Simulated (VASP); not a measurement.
TiC:

```
Ti C
1.0
     0.00000    2.16572    2.16572
     2.16572    0.00000    2.16572
     2.16572    2.16572    0.00000
Ti C
1 1
Direct
  0.00000 0.00000 0.00000
  0.50000 0.50000 0.50000
```

- Program: VASP 6.6.1
- Task: relaxation of cell and atoms
- Functional: PBEsol
- Dispersion: D4
- Potentials or basis: VASP PAW PBE potentials, release 64 (Ti_sv, C)
- Cutoff: 600 eV
- k mesh: 11 × 11 × 11
- Occupations: fermi-dirac, width 0.05 eV
- Spin: no spin polarisation

At the start: pressure -9.2 GPa; volume 10.16 Å³/atom.

Q: Where does the relaxation end?

A: Over 3 steps the energy falls by 10.8 meV/atom and the volume is 9.80 Å³/atom (-3.6 %); space group Fm-3m (No. 225, to 0.05 Å).

The path:
| step | energy change (eV) | largest force (eV/Å) | pressure (GPa) | volume (Å³) |
| --- | --- | --- | --- | --- |
| 1 | 0.0000 | 0.0000 | -9.21 | 20.32 |
| 2 | 0.0195 | 0.0000 | 14.61 | 18.65 |
| 3 | -0.0217 | 0.0000 | -0.03 | 19.59 |

Final structure:
```cif
data_structure
_symmetry_space_group_name_H-M 'P 1'
_symmetry_Int_Tables_number 1
_cell_length_a 3.0261
_cell_length_b 3.0261
_cell_length_c 3.0261
_cell_angle_alpha 60.000
_cell_angle_beta 60.000
_cell_angle_gamma 60.000
_cell_volume 19.59
loop_
_atom_site_label
_atom_site_type_symbol
_atom_site_fract_x
_atom_site_fract_y
_atom_site_fract_z
_atom_site_occupancy
Ti1 Ti 0.00000 0.00000 0.00000 1
C1 C 0.50000 0.50000 0.50000 1
```

Caveat: the PAW data sets were made with another functional, which shifts forces and pressure a little; pairwise dispersion overbinds metals, which lowers pressure and volume.
